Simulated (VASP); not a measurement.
# WC (P-6m2) in VASP: notebook, part 2 of 2

VASP 6.6.1.

## 4. Single point, PBEsol

This run uses another cell than the first one, of 10.00 Å³/atom.

Contents of INCAR:

```
  ALGO = Normal
  EDIFF = 1E-6
  ENCUT = 910
  GGA = PS
  GGA_COMPAT = F
  ISIF = 2
  ISMEAR = 0
  LASPH = T
  LCHARG = F
  LREAL = F
  LWAVE = F
  NBANDS = 16
  NELM = 120
  PREC = Accurate
  SIGMA = 0.1
```

Contents of KPOINTS:

```
k-points
0
Gamma
  18 18 14
```

Contents of POSCAR:

```
WC
1.0
    2.8693472554      0.0000000000      0.0000000000
   -1.4346736277      2.4849276155      0.0000000000
    0.0000000000      0.0000000000      2.8061256401
W C
1 1
Direct
    0.0000000000      0.0000000000      0.0000000000
    0.6666666667      0.3333333333      0.5000000000
```

Potentials or basis: VASP PAW PBE potentials, release 64 (W_sv, C_h).

Command:

```
cat potpaw_PBE.64/W_sv/POTCAR potpaw_PBE.64/C_h/POTCAR > POTCAR
mpirun -np 1 vasp_std > vasp.out
```

OUTCAR:

```text
EDIFF = 1E-6
   ENCUT = 910
   GGA = PS
   ISIF = 2
   ISMEAR = 0
   LASPH = T
   LREAL = F
   NELM = 120
   PREC = Accurate

 ion  position               nearest neighbor table
   1  0.000  0.000  0.000-   2 2.17   2 2.17   2 2.17   2 2.17   2 2.17   2 2.17
   2  0.667  0.333  0.500-   1 2.17   1 2.17   1 2.17   1 2.17   1 2.17   1 2.17

  LATTYP: Found a hexagonal cell.
 ALAT       =     2.8693472554
 C/A-ratio  =     0.9779665514

  Lattice vectors:

 A1 = (   2.8693472554,   0.0000000000,   0.0000000000)
 A2 = (  -1.4346736277,   2.4849276155,   0.0000000000)
 A3 = (   0.0000000000,   0.0000000000,   2.8061256401)

Analysis of symmetry for initial positions (statically):
=====================================================================
 Subroutine PRICEL returns:
 Original cell was already a primitive cell.

 Routine SETGRP: Setting up the symmetry group for a
 hexagonal supercell.

[... 155 lines left out ...]

 number of electron      17.9999999 magnetization

 Free energy of the ion-electron system (eV)
  ---------------------------------------------------
  ext. energy  EPLUGINS =         0.00000000
  ---------------------------------------------------
  free energy    TOTEN  =       -23.88185149 eV

  energy without entropy =      -23.88070141  energy(sigma->0) =      -23.88127645

 E-fermi :  11.8138     XC(G=0): -14.1717

 val. band max:       11.7915479237   @ k =   0.4444   0.0000   0.4286
 cond. band min:      11.8326256067   @ k =   0.3333   0.2222   0.0000
 fundamental gap:      0.0410776830
 Fermi energy:        11.8138424707

 k-point     1 :       0.0000    0.0000    0.0000
  band No.  band energies     occupation
      1     -62.0532      2.00000
      2     -26.0437      2.00000
      3     -25.9200      2.00000
      4     -25.9200      2.00000
      5      -2.9044      2.00000
      6       7.2578      2.00000
[... 433 lines left out ...]
      3     -26.2031      2.00000
      4     -25.9129      2.00000
      5       0.6393      2.00000
      6       4.7513      2.00000
[... 8 lines left out ...]
     15      26.0574      0.00000
     16      29.7809      0.00000

 [... further k-points ...]
[... 5 lines left out ...]
  --------------------------------------------------------------------------------------
  -------------------------------------------------------------------------------------
  Total        1.6490624      1.6490624      1.6929279      0.0000000      0.0000000     -0.0000000
  in kB      132.0516098    132.0516098    135.5642197      0.0000000      0.0000000     -0.0000000
  external PRESSURE =     133.2224798 kB  Pullay stress =       0.0000000 kB

 VOLUME and BASIS-vectors are now :
 -----------------------------------------------------------------------------
  energy-cutoff  :      910.00
  volume of cell :       20.01
      direct lattice vectors                 reciprocal lattice vectors
     2.869347255  0.000000000  0.000000000     0.348511320  0.201213105  0.000000000
    -1.434673628  2.484927616  0.000000000     0.000000000  0.402426209  0.000000000
     0.000000000  0.000000000  2.806125640     0.000000000  0.000000000  0.356363231

 POSITION                                       TOTAL-FORCE (eV/Angst)
 -----------------------------------------------------------------------------------
      0.00000      0.00000      0.00000         0.000000      0.000000      0.000000
      1.43467      0.82831      1.40306        -0.000000      0.000000      0.000000
 -----------------------------------------------------------------------------------
    total drift:                                0.000000     -0.000000      0.000000

  FREE ENERGIE OF THE ION-ELECTRON SYSTEM (eV)
  ---------------------------------------------------
  free  energy   TOTEN  =       -23.8818514933 eV

  energy  without entropy=      -23.8807014138  energy(sigma->0) =      -23.88127645
```

OSZICAR:

```text
N       E                     dE             d eps       ncg     rms          rms(c)
DAV:   1     0.147565243425E+03    0.14757E+03   -0.13247E+04  9472   0.188E+03
DAV:   2    -0.213935114376E+02   -0.16896E+03   -0.16307E+03 11264   0.436E+02
DAV:   3    -0.267216748389E+02   -0.53282E+01   -0.52822E+01 10736   0.679E+01
DAV:   4    -0.267585976186E+02   -0.36923E-01   -0.36919E-01 12056   0.620E+00
DAV:   5    -0.267588175962E+02   -0.21998E-03   -0.21998E-03 10824   0.486E-01    0.356E+01
DAV:   6    -0.239692167526E+02    0.27896E+01   -0.50780E+00 13512   0.247E+01    0.103E+01
DAV:   7    -0.239132459330E+02    0.55971E-01   -0.35988E-01  9656   0.489E+00    0.665E+00
DAV:   8    -0.238828620804E+02    0.30384E-01   -0.57743E-02 11320   0.205E+00    0.896E-01
DAV:   9    -0.238819610270E+02    0.90105E-03   -0.24832E-03 10368   0.396E-01    0.999E-02
DAV:  10    -0.238818520488E+02    0.10898E-03   -0.30909E-04 11632   0.211E-01    0.287E-02
DAV:  11    -0.238818523060E+02   -0.25723E-06   -0.11351E-05 11368   0.348E-02    0.721E-03
DAV:  12    -0.238818514933E+02    0.81274E-06   -0.21721E-06  8936   0.133E-02
   1 F= -.23881851E+02 E0= -.23881276E+02  d E =-.115008E-02
```

Wall time 80 s (1 thread of Intel Xeon 6975P-C (Granite Rapids), shared host); peak memory 0.33 GiB.

What came out:

```yaml
Free_energy: -23.8819 eV
Pressure: 13.3 GPa
Band_gap_on_the_k_mesh: zero (bands 9 and 10 overlap by 1.29 eV)
```

Caveat: the cutoff is under 1.25 times the usual one of these potentials, so pressure, stress and relaxed cells hold a basis-set (Pulay) error; the cell stands under pressure; the PAW data sets were made with another functional, which shifts forces and pressure a little; spin-orbit coupling is left out, which moves the levels of the heavy elements.

## 5. Single point, PBEsol (strain along c alone, the other axes held: +1.5 %)

Contents of INCAR:

```
SYSTEM = WC
PREC = Accurate
ENCUT = 910
EDIFF = 1E-6
ISMEAR = 0
SIGMA = 0.1
LREAL = .FALSE.
LASPH = .TRUE.
NELM = 120
ALGO = Normal
ISIF = 2
LWAVE = .FALSE.
LCHARG = .FALSE.
GGA = PS
NBANDS = 16
GGA_COMPAT = .FALSE.
```

Contents of KPOINTS:

```
Automatic mesh
0
G
  24 24 18
  0 0 0
```

Contents of POSCAR:

```
WC
1.0
    2.8984787829      0.0000000000      0.0000000000
   -1.4492393914      2.5101562583      0.0000000000
    0.0000000000      0.0000000000      2.8701732080
W C
1 1
Direct
    0.0000000000      0.0000000000      0.0000000000
    0.6666666667      0.3333333333      0.5000000000
```

Command:

```
cat potpaw_PBE.64/W_sv/POTCAR potpaw_PBE.64/C_h/POTCAR > POTCAR
mpirun -np 1 vasp_std > vasp.out
```

Wall time 2.2 min (1 thread of Intel Xeon 6975P-C (Granite Rapids), shared host); peak memory 0.55 GiB.

It converged, with:

| Property | Result |
| --- | --- |
| Free energy | -23.8955 eV |
| Pressure | -5.5 GPa |
| Band gap on the k mesh | zero (bands 9 and 10 overlap by 1.17 eV) |

Stress tensor (GPa, compression positive):
```
 -1.70   0.00   0.00
  0.00  -1.70   0.00
  0.00   0.00 -13.05
```

Levels at points of the mesh, in eV from the Fermi level:
```csv
k point,band 6,band 7,band 8,band 9,band 10,band 11,band 12,band 13
"(0.00, 0.00, 0.00)",-4.30,-3.18,-3.18,-0.01,3.19,3.19,5.58,5.58
"(0.50, 0.00, 0.00)",-6.96,-3.73,-3.54,-0.32,2.27,4.61,5.04,6.77
"(0.00, 0.00, 0.50)",-8.64,-1.83,-1.83,-0.58,-0.58,3.42,4.61,4.61
"(0.50, 0.00, 0.50)",-6.41,-4.18,-4.16,0.27,4.51,5.19,6.62,9.17
```

Caveat: the cell differs from its parent crystal (strain along c alone, the other axes held: +1.5 %); the cutoff is under 1.25 times the usual one of these potentials, so pressure, stress and relaxed cells hold a basis-set (Pulay) error; the cell stands under tension; the PAW data sets were made with another functional, which shifts forces and pressure a little; spin-orbit coupling is left out, which moves the levels of the heavy elements.

## 6. Summary

```csv
potentials or basis,cell,k mesh,cutoff (eV),gap on the mesh (eV),pressure (GPa)
"VASP PAW PBE potentials, release 64 (W_sv, C)","a = 2.866, b = 2.866, c = 2.955 Å, angles 90.0, 90.0, 120.0°, 2 atoms",24 × 24 × 18,520,none,-8.6
"VASP PAW PBE potentials, release 64 (W_sv, C_h)","a = 2.898, b = 2.898, c = 2.743 Å, angles 90.0, 90.0, 120.0°, 2 atoms",24 × 24 × 18,910,none,16.4
"VASP PAW PBE potentials, release 64 (W_sv, C_h)","a = 2.869, b = 2.869, c = 2.806 Å, angles 90.0, 90.0, 120.0°, 2 atoms",18 × 18 × 14,910,none,13.3
"VASP PAW PBE potentials, release 64 (W_sv, C_h)","a = 2.898, b = 2.898, c = 2.870 Å, angles 90.0, 90.0, 120.0°, 2 atoms",24 × 24 × 18,910,none,-5.5
```

Alike in all rows: task single point; level PBEsol; no spin polarisation; smearing gaussian 0.1 eV.

Caveats: the PAW data sets were made with another functional, which shifts forces and pressure a little; spin-orbit coupling is left out, which moves the levels of the heavy elements; the cutoff is under 1.25 times the usual one of these potentials, so pressure, stress and relaxed cells hold a basis-set (Pulay) error (at least some runs); the cell stands under tension (at least some runs); the cell stands under pressure (at least some runs).

Absolute energies hang on the potentials; compare differences alone.
